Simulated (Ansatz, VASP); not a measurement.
# One calculation of Hg, two programs

```xyz
2
Lattice="3.1000 0.0000 0.0000 -1.5500 2.6846 0.0000 0.0000 0.0000 5.5330" Properties=species:S:1:pos:R:3 pbc="T T T"
Hg    0.0000    1.7898    1.3833
Hg    1.5500    0.8949    4.1498
```

Alike in both runs: functional PBEsol; k mesh 12 × 12 × 4; occupations gaussian, width 0.1 eV; no spin polarisation.

Ansatz relaxed the structure, and its values are those at the end. VASP's run is a single point on that final structure, the one shown.

|  | VASP | Ansatz |
| --- | --- | --- |
| version | VASP 6.6.1 | Ansatz 0.2.0 |
| potentials or method | VASP PAW PBE potentials, release 64 (Hg), cutoff 500 eV | scalar-relativistic, plane waves, PAW |
| valence electrons in the cell | 24 | 40 |

```tsv
	VASP	Ansatz	Ansatz less VASP
gap on the k mesh at the Fermi level (eV)	none	none	-
pressure (GPa)	0.8	0.4	-0.41
```

VASP's potentials were made for PBE, not for PBEsol. A gap of «none» marks a metal or a gap that the smearing closes. VASP's potentials hold 24 valence electrons a cell and Ansatz's 40, so a difference there can come from the potentials and not from the codes.

Neither program's run includes spin-orbit coupling.
